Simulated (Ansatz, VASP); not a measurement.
**BaZrO3 in VASP and in Ansatz**

```
Ba Zr O
1.0
     4.18150    0.00000    0.00000
     0.00000    4.18150    0.00000
     0.00000    0.00000    4.18150
Ba Zr O
1 1 3
Direct
  0.50000 0.49366 0.49366
  0.00000 0.00000 0.00000
  0.50000 0.00000 0.00000
  0.00000 0.50000 0.00000
  0.00000 0.00000 0.50000
```

Change from the starting cell: all Ba atoms moved +0.037 Å, as atom 1 towards its neighbour atom 3 (O) at 2.957 Å.

Alike in both runs: task single point; functional PBE; k mesh 6 × 6 × 6; occupations gaussian, width 0.05 eV; no spin polarisation.

|  | VASP | Ansatz |
| --- | --- | --- |
| version | VASP 6.6.1 | Ansatz 0.2.0 |
| potentials or method | VASP PAW PBE potentials, release 64 (Ba_sv, Zr_sv, O), cutoff 520 eV | scalar-relativistic, plane waves, PAW |
| valence electrons in the cell | 40 | 40 |

```csv
,VASP,Ansatz,Ansatz less VASP
gap on the k mesh at the Fermi level (eV),3.20,3.26,+0.052
least direct gap on the mesh (eV),3.42,3.44,+0.023
pressure (GPa),6.4,5.3,-1.08
rms of the force components (eV/Å),0.054,0.050,-0.0033
```

Atom by atom the forces differ by 0.005 eV/Å (rms over components).

Neither program's run includes spin-orbit coupling.
